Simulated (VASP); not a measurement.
# I: single point with PBE

Crystal: I.

```
I
1.0
     4.86563    0.12624   -0.05988
    -3.06032    6.74535    0.58048
    -1.01159   -0.37695    6.92554
I
4
Direct
  0.33985 0.62423 0.36949
  0.11117 0.39355 0.78399
  0.75244 0.03777 0.60412
  0.52525 0.80759 0.01732
```

```
Program                : VASP 6.6.1
Task                   : single point
Functional             : PBE
Potentials or basis    : VASP PAW PBE potentials, release 64 (I)
Cutoff                 : 520 eV
k mesh                 : 4 × 4 × 4
Occupations            : gaussian, width 0.1 eV
Spin                   : no spin polarisation
Dipole correction      : no
Further INCAR settings : ALGO = Normal; EDIFF = 1e-07; NBANDS = 22
```

The pressure is 0.1 GPa and the largest force is 0.020 eV/Å. The band gap on the k mesh is 1.51 eV, indirect (least direct gap 1.65 eV).

Forces in eV/Å, atoms in the order of the input:
```
I   -0.003 -0.014  0.013
I   -0.005 -0.006  0.003
I    0.008  0.009 -0.008
I    0.000  0.012 -0.008
```

Levels at points of the mesh, in eV from the valence-band top:
```tsv
k point	band 11	band 12	band 13	band 14	band 15	band 16	band 17	band 18
(0.00, 0.00, 0.00)	-0.65	-0.45	-0.42	-0.06	1.62	1.71	4.64	6.64
(0.50, 0.00, 0.00)	-1.14	-1.00	-0.75	-0.65	1.64	1.83	5.79	5.97
(0.00, 0.50, 0.00)	-1.11	-1.00	-0.45	-0.25	1.64	1.79	5.49	5.51
(0.50, 0.50, 0.00)	-0.81	-0.77	-0.55	-0.07	1.61	1.69	5.90	6.59
(0.00, 0.00, 0.50)	-1.09	-1.04	-0.43	-0.38	1.57	1.81	5.42	5.51
(0.50, 0.00, 0.50)	-1.46	-0.55	-0.48	-0.25	1.64	1.80	5.60	5.68
(0.00, 0.50, 0.50)	-0.91	-0.54	-0.51	0.00	1.65	1.78	5.52	5.84
(0.50, 0.50, 0.50)	-1.06	-1.02	-0.77	-0.54	1.59	1.80	5.62	6.13
```

It took 85 s on 1 thread of AMD EPYC 9R45 96-Core Processor (Zen 5), with other jobs on the host, peak memory 0.35 GiB.

Caveat: spin-orbit coupling is left out, which moves the levels of the heavy elements. PBE gaps usually lie below the measured ones, often by a third to a half.
